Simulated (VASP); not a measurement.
# BN (P6_3/mmc) in VASP: notebook

The runs below take BN through single point, with PBEsol.

All numbers are computed with VASP 6.6.1; they aren't measurements. Logs are shortened: lines on timing, memory, paths and dates and some standing lists are left out, and cuts for length are marked.

### Step 1. The cell of the first run

The structure is hexagonal, space group P6_3/mmc (No. 194). Conventional cell: a = 2.605 Å, b = 2.605 Å, c = 6.808 Å, α = 90.00°, β = 90.00°, γ = 120.00°. B (site symmetry -6m2) has 3 N at 1.50 Å within 2.0 Å. N (site symmetry -6m2) has 3 B at 1.50 Å within 2.0 Å.

### Step 2. Single point, PBEsol (volume 10.005 Å^3 an atom, c/a of the conventional cell 2.6133)

File INCAR:

```
PREC = Accurate ; ENCUT = 520
EDIFF = 1E-7 ; ISMEAR = 0
SIGMA = 0.05 ; LREAL = False
LASPH = True ; NELM = 80
ALGO = Normal ; ISIF = 2
LWAVE = False ; LCHARG = True
GGA = PS ; LELF = True
LVHAR = True ; NBANDS = 16
```

File KPOINTS:

```
regular mesh
0
Gamma
  12 12 4
```

File POSCAR:

```
BN
1.0
    2.6052679374      0.0000000000      0.0000000000
   -1.3026339687      2.2562282174      0.0000000000
    0.0000000000      0.0000000000      6.8083467008
B N
2 2
Direct
    0.3333333333      0.6666666667      0.2500000000
    0.6666666667      0.3333333333      0.7500000000
    0.3333333333      0.6666666667      0.7500000000
    0.6666666667      0.3333333333      0.2500000000
```

Potentials or basis: VASP PAW PBE potentials, release 64 (B, N).

Started as:

```
$ cat potpaw_PBE.64/B/POTCAR potpaw_PBE.64/N/POTCAR > POTCAR
$ mpirun -np 1 vasp_std > vasp.out
```

OUTCAR:

```text
PREC = Accurate
   ENCUT = 520
   EDIFF = 1E-7
   ISMEAR = 0
   LREAL = False
   LASPH = True
   NELM = 80
   ISIF = 2
   GGA = PS

 ion  position               nearest neighbor table
   1  0.333  0.667  0.250-   4 1.50   4 1.50   4 1.50
   2  0.667  0.333  0.750-   3 1.50   3 1.50   3 1.50
   3  0.333  0.667  0.750-   2 1.50   2 1.50   2 1.50
   4  0.667  0.333  0.250-   1 1.50   1 1.50   1 1.50

  LATTYP: Found a hexagonal cell.
 ALAT       =     2.6052679374
 C/A-ratio  =     2.6133000000

  Lattice vectors:

 A1 = (   2.6052679374,   0.0000000000,   0.0000000000)
 A2 = (  -1.3026339687,   2.2562282174,   0.0000000000)
 A3 = (   0.0000000000,   0.0000000000,   6.8083467008)

Analysis of symmetry for initial positions (statically):
=====================================================================
 Subroutine PRICEL returns:
 Original cell was already a primitive cell.

 Routine SETGRP: Setting up the symmetry group for a
 hexagonal supercell.

 Subroutine GETGRP returns: Found 24 space group operations
 (whereof 12 operations were pure point group operations)
 out of a pool of 24 trial point group operations.

The static configuration has the point symmetry D_3d.
 The point group associated with its full space group is D_6h.

Analysis of symmetry for dynamics (positions and initial velocities):
=====================================================================
 Subroutine PRICEL returns:
 Original cell was already a primitive cell.

 Routine SETGRP: Setting up the symmetry group for a
 hexagonal supercell.

 Subroutine GETGRP returns: Found 24 space group operations
 (whereof 12 operations were pure point group operations)
 out of a pool of 24 trial point group operations.

The dynamic configuration has the point symmetry D_3d.
 The point group associated with its full space group is D_6h.

 Subroutine INISYM returns: Found 24 space group operations
 (whereof 12 operations are pure point group operations),
 and found     1 'primitive' translations

----------------------------------------------------------------------------------------

                                     Primitive cell

  volume of cell :      40.0200

  direct lattice vectors                    reciprocal lattice vectors
     2.605267937  0.000000000  0.000000000     0.383837680  0.221608788  0.000000000
    -1.302633969  2.256228217  0.000000000     0.000000000  0.443217575  0.000000000
     0.000000000  0.000000000  6.808346701     0.000000000  0.000000000  0.146878537

  length of vectors
     2.605267937  2.605267937  6.808346701     0.443217575  0.443217575  0.146878537

  position of ions in fractional coordinates (direct lattice)
     0.333333333  0.666666667  0.250000000
     0.666666667  0.333333333  0.750000000
     0.333333333  0.666666667  0.750000000
     0.666666667  0.333333333  0.250000000

  ion indices of the primitive-cell ions
   primitive index   ion index
                 1           1
                 2           2
                 3           3
                 4           4

----------------------------------------------------------------------------------------

 KPOINTS: regular mesh

Automatic generation of k-mesh.
 Grid dimensions read from file:
 generate k-points for:   12   12    4

 Generating k-lattice:

  Cartesian coordinates                     Fractional coordinates (reciprocal lattice)
     0.031986473  0.018467399  0.000000000     0.083333333  0.000000000  0.000000000
     0.000000000  0.036934798  0.000000000     0.000000000  0.083333333  0.000000000
     0.000000000  0.000000000  0.036719634     0.000000000  0.000000000  0.250000000

  Length of vectors
     0.036934798  0.036934798  0.036719634

  Shift w.r.t. Gamma in fractional coordinates (k-lattice)
     0.000000000  0.000000000  0.000000000

 Subroutine IBZKPT returns following result:
 ===========================================

 Found     57 irreducible k-points:

 Following reciprocal coordinates:
            Coordinates               Weight
  0.000000  0.000000  0.000000      1.000000
  0.083333 -0.000000  0.000000      6.000000
  0.166667  0.000000  0.000000      6.000000
  0.250000  0.000000  0.000000      6.000000
  0.333333  0.000000  0.000000      6.000000
  0.416667  0.000000  0.000000      6.000000
[... 16 lines left out ...]
  0.250000  0.000000  0.250000     12.000000
  0.333333  0.000000  0.250000     12.000000
 [... further k-points ...]
   k-points           NKPTS =     57   k-points in BZ     NKDIM =     57   number of bands    NBANDS=     16
   number of dos      NEDOS =    301   number of ions     NIONS =      4
   total plane-waves  NPLWV =  21600
   dimension x,y,z NGX =    20 NGY =   20 NGZ =   54
   dimension x,y,z NGXF=    40 NGYF=   40 NGZF=  108
   ions per type =               2   2
   NGX,Y,Z   is equivalent  to a cutoff of  12.76, 12.76, 13.19 a.u.
   NGXF,Y,Z  is equivalent  to a cutoff of  25.52, 25.52, 26.37 a.u.
 SYSTEM =  unknown system
   PREC   = accura    normal or accurate (medium, high low for compatibility)
   ISTART =      0    job   : 0-new  1-cont  2-samecut
   ICHARG =      2    charge: 1-file 2-atom 10-const
   ISPIN  =      1    spin polarized calculation?
   LNONCOLLINEAR =      F non collinear calculations
   LSORBIT =      F    spin-orbit coupling
   LASPH  =      T    aspherical Exc in radial PAW
   ENCUT  =  520.0 eV  38.22 Ry    6.18 a.u.   4.84  4.84 12.66*2*pi/ulx,y,z
   NELM   =     80;   NELMIN=  2; NELMDL= -5     # of ELM steps
   EDIFF  = 0.1E-06   stopping-criterion for ELM
   LREAL  =      F    real-space projection
   EDIFFG = 0.1E-05   stopping-criterion for IOM
   NSW    =      0    number of steps for IOM
   IBRION =     -1    ionic relax: 0-MD 1-quasi-New 2-CG
   NFREE  =      0    steps in history (QN), initial steepest desc. (CG)
   ISIF   =      2    stress and relaxation
   ISYM   =      2    0-nonsym 1-usesym 2-fastsym
   POTIM  = 0.5000    time-step for ionic-motion
   TEBEG  =    0.0;   TEEND  =   0.0 temperature during run
   PSTRESS=    0.0 pullay stress
   NELECT =      16.0000    total number of electrons
   NUPDOWN=      -1.0000    fix difference up-down
   EMIN   =  10.00;   EMAX   =-10.00  energy-range for DOS
   EFERMI =   0.00;   METHOD = LEGACY
   ISMEAR =     0;   SIGMA  =   0.05  broadening in eV -4-tet -1-fermi 0-gaus
   EFERMI_NEDOS =   21; number of points for ismear=-14 and -15
   IALGO  =     38    algorithm
   IMIX   =      4    mixing-type and parameters
     AMIX     =   0.40;   BMIX     =  1.00
     AMIX_MAG =   1.60;   BMIX_MAG =  1.00
  volume/ion in A,a.u.               =      10.00        67.52
  Fermi-wavevector in a.u.,A,eV,Ry     =   1.206024  2.279054 19.789577  1.454493
  Thomas-Fermi vector in A             =   2.341703
   LORBIT       =      0    0 simple, 1 ext, 2 COOP (PROOUT), +10 PAW based schemes
   GGA     = PS    functional components
   LHFCALC =     F    Hartree Fock is set to
   AEXX    =    0.0000 exact exchange contribution
   IVDW    =     0    specifies the selected vdW correction
   LEPSILON=     F    determine dielectric tensor
   LRPA    =     F    only Hartree local field effects (RPA)
 non-spin polarized calculation
 Gauss-broadening in eV      SIGMA  =   0.05
  energy-cutoff  :      520.00
  volume of cell :       40.02
 maximum number of plane-waves:      1092
 NGX is ok and might be reduce to    20
   NGX =  9   NGY =  9   NGZ = 25

 number of electron      16.0000003 magnetization

 Free energy of the ion-electron system (eV)
  ---------------------------------------------------
  ext. energy  EPLUGINS =         0.00000000
  ---------------------------------------------------
  free energy    TOTEN  =       -36.22422965 eV

  energy without entropy =      -36.22422965  energy(sigma->0) =      -36.22422965

 E-fermi :   1.8247     XC(G=0):  -9.8967

 val. band max:        1.5153092544   @ k =   0.3333   0.2500   0.0000
 cond. band min:       5.5226092876   @ k =   0.5000   0.0000   0.0000
 fundamental gap:      4.0073000332
 Fermi energy:         1.8246705867

 k-point     1 :       0.0000    0.0000    0.0000
  band No.  band energies     occupation
      1     -15.5399      2.00000
      2     -15.2791      2.00000
      3      -4.1148      2.00000
      4      -2.1089      2.00000
      5       0.0829      2.00000
      6       0.0829      2.00000
[... 8 lines left out ...]
     15      12.1791      0.00000
     16      13.1506      0.00000

 k-point     2 :       0.0833   -0.0000    0.0000
  band No.  band energies     occupation
      1     -15.4152      2.00000
      2     -15.1586      2.00000
      3      -3.9445      2.00000
      4      -1.9577      2.00000
      5      -0.4518      2.00000
      6      -0.4218      2.00000
[... 8 lines left out ...]
     15      12.7052      0.00000
     16      12.7195      0.00000

 k-point     3 :       0.1667    0.0000    0.0000
  band No.  band energies     occupation
      1     -15.0486      2.00000
      2     -14.8045      2.00000
      3      -3.4401      2.00000
      4      -1.7935      2.00000
      5      -1.7574      2.00000
      6      -1.5138      2.00000
[... 8 lines left out ...]
     15      14.0279      0.00000
     16      14.1350      0.00000

 k-point     4 :       0.2500    0.0000    0.0000
  band No.  band energies     occupation
      1     -14.4670      2.00000
      2     -14.2451      2.00000
      3      -3.4750      2.00000
      4      -3.4190      2.00000
      5      -2.6257      2.00000
      6      -1.3744      2.00000
[... 8 lines left out ...]
     15      15.8834      0.00000
     16      16.0474      0.00000

 k-point     5 :       0.3333    0.0000    0.0000
  band No.  band energies     occupation
      1     -13.7366      2.00000
      2     -13.5509      2.00000
      3      -5.1283      2.00000
      4      -5.0530      2.00000
      5      -1.9416      2.00000
      6      -1.8818      2.00000
[... 8 lines left out ...]
     15      15.7630      0.00000
     16      18.2960      0.00000

 k-point     6 :       0.4167    0.0000    0.0000
  band No.  band energies     occupation
      1     -13.0204      2.00000
      2     -12.8939      2.00000
      3      -6.4241      2.00000
      4      -6.3446      2.00000
      5      -2.3143      2.00000
      6      -2.2518      2.00000
[... 8 lines left out ...]
     15      15.6741      0.00000
     16      19.4297      0.00000
[... 267 lines left out ...]
 k-point    21 :       0.0833   -0.0000    0.2500
  band No.  band energies     occupation
      1     -15.3794      2.00000
      2     -15.1981      2.00000
      3      -3.7041      2.00000
      4      -2.3208      2.00000
      5      -0.4456      2.00000
      6      -0.4223      2.00000
[... 8 lines left out ...]
     15      12.6882      0.00000
     16      12.6983      0.00000

 k-point    22 :       0.1667    0.0000    0.2500
  band No.  band energies     occupation
      1     -15.0144      2.00000
      2     -14.8418      2.00000
      3      -3.2101      2.00000
      4      -1.9342      2.00000
      5      -1.7783      2.00000
      6      -1.6879      2.00000
[... 8 lines left out ...]
     15      14.0430      0.00000
     16      14.1186      0.00000

 k-point    23 :       0.2500    0.0000    0.2500
  band No.  band energies     occupation
      1     -14.4358      2.00000
      2     -14.2789      2.00000
      3      -3.4768      2.00000
      4      -3.4333      2.00000
      5      -2.3886      2.00000
      6      -1.3664      2.00000
[... 8 lines left out ...]
     15      16.0613      0.00000
     16      16.1345      0.00000

 k-point    24 :       0.3333    0.0000    0.2500
  band No.  band energies     occupation
      1     -13.7103      2.00000
      2     -13.5790      2.00000
      3      -5.1205      2.00000
      4      -5.0670      2.00000
      5      -1.9329      2.00000
      6      -1.8906      2.00000
[... 8 lines left out ...]
     15      16.8477      0.00000
     16      18.2860      0.00000

 [... further k-points ...]

------------------------ aborting loop because EDIFF is reached ----------------------------------------

  FORCE on cell =-STRESS in cart. coord.  units (eV):
  Direction    XX          YY          ZZ          XY          YZ          ZX
  --------------------------------------------------------------------------------------
  -------------------------------------------------------------------------------------
  Total       -8.6483050     -8.6483050      0.0243072      0.0000000     -0.0000000      0.0000000
  in kB     -346.2298409   -346.2298409      0.9731236      0.0000000     -0.0000000      0.0000000
  external PRESSURE =    -230.4955194 kB  Pullay stress =       0.0000000 kB

 VOLUME and BASIS-vectors are now :
 -----------------------------------------------------------------------------
  energy-cutoff  :      520.00
  volume of cell :       40.02
      direct lattice vectors                 reciprocal lattice vectors
     2.605267937  0.000000000  0.000000000     0.383837680  0.221608788  0.000000000
    -1.302633969  2.256228217  0.000000000     0.000000000  0.443217575  0.000000000
     0.000000000  0.000000000  6.808346701     0.000000000  0.000000000  0.146878537

 POSITION                                       TOTAL-FORCE (eV/Angst)
 -----------------------------------------------------------------------------------
     -0.00000      1.50415      1.70209         0.000000     -0.000000      0.000000
      1.30263      0.75208      5.10626        -0.000000      0.000000      0.000000
     -0.00000      1.50415      5.10626         0.000000     -0.000000      0.000000
      1.30263      0.75208      1.70209         0.000000      0.000000      0.000000
 -----------------------------------------------------------------------------------
    total drift:                               -0.000000      0.000000      0.000000

  FREE ENERGIE OF THE ION-ELECTRON SYSTEM (eV)
  ---------------------------------------------------
  free  energy   TOTEN  =       -36.2242296524 eV

  energy  without entropy=      -36.2242296524  energy(sigma->0) =      -36.22422965
```

Wall time 35 s (1 thread of Intel Xeon Platinum 8559C (Emerald Rapids), shared host); peak memory 0.16 GiB.

What came out:

| Quantity | Value |
| --- | --- |
| Free energy | -36.2242 eV |
| Pressure | -23.0 GPa |
| Band gap on the k mesh | 4.01 eV, indirect (least direct gap 4.29 eV) |

Caveat: the PAW data sets were made with another functional, which shifts forces and pressure a little; this functional lacks dispersion, which binds the layers, so the pressure and a relaxed spacing across them are unreliable.

(Part 1 of 2 ends here.)
